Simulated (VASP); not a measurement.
Wanted: the native input for a VASP 6.6.1 run.

* Task: single point
* Functional: r2SCAN
* Potentials or basis: VASP PAW PBE potentials, release 64 (Ge_d)
* Cutoff: 520 eV
* k mesh: 11 × 11 × 11
* Occupations: fermi-dirac, width 0.1 eV
* Spin: no spin polarisation
* Dipole correction: no
* Further INCAR settings: ALGO = Normal; EDIFF = 1e-06; NBANDS = 21

Crystal: Ge.

```xyz
2
Lattice="-2.5287 2.6857 1.4559 2.5287 -2.6857 1.4559 2.5287 2.6857 -1.4559" Properties=species:S:1:pos:R:3 pbc="T T T"
Ge    2.5287   -1.3429    1.2693
Ge    0.0000    4.0286    0.1865
```

These files were run (other wordings do the same):

POSCAR

```
Ge
1.0
   -2.5287425297      2.6857467767      1.4558563658
    2.5287425297     -2.6857467767      1.4558563658
    2.5287425297      2.6857467767     -1.4558563658
Ge
2
Direct
    0.1859430000      0.9359430000      0.2500000000
    0.8140570000      0.0640570000      0.7500000000
```

INCAR.step1

```
SYSTEM = Ge
PREC = Accurate
ENCUT = 520
ISMEAR = -1
SIGMA = 0.1
LREAL = .FALSE.
LASPH = .TRUE.
NELM = 80
NBANDS = 21
GGA = PE
ALGO = Normal
EDIFF = 1E-4
LWAVE = .TRUE.
LCHARG = .FALSE.
```

INCAR.step2

```
SYSTEM = Ge
PREC = Accurate
ENCUT = 520
EDIFF = 1E-6
ISMEAR = -1
SIGMA = 0.1
LREAL = .FALSE.
LASPH = .TRUE.
NELM = 80
ALGO = Normal
ISIF = 2
LWAVE = .FALSE.
LCHARG = .FALSE.
METAGGA = R2SCAN
LMIXTAU = .TRUE.
NBANDS = 21
ISTART = 1
```

KPOINTS

```
Automatic mesh
0
G
  11 11 11
  0 0 0
```

Potentials or basis: VASP PAW PBE potentials, release 64 (Ge_d).

Run with:

```bash
$ cat potpaw_PBE.64/Ge_d/POTCAR > POTCAR
$ cp INCAR.step1 INCAR
$ mpirun -np 1 vasp_std > vasp.out
$ cp INCAR.step2 INCAR
$ mpirun -np 1 vasp_std > vasp.out
```

It gave:

```yaml
Pressure: -4.0 GPa
Largest_force: 0.092 eV/Å
Band_gap_on_the_k_mesh: zero (bands 14 and 15 overlap by 5.17 eV)
```

Caveat: the cell stands under tension; the PAW data sets were made with another functional, which shifts forces and pressure a little.

Run time: 5.1 min on 1 thread of AMD EPYC 9R45 96-Core Processor (Zen 5) (shared host), peak memory 0.24 GiB.
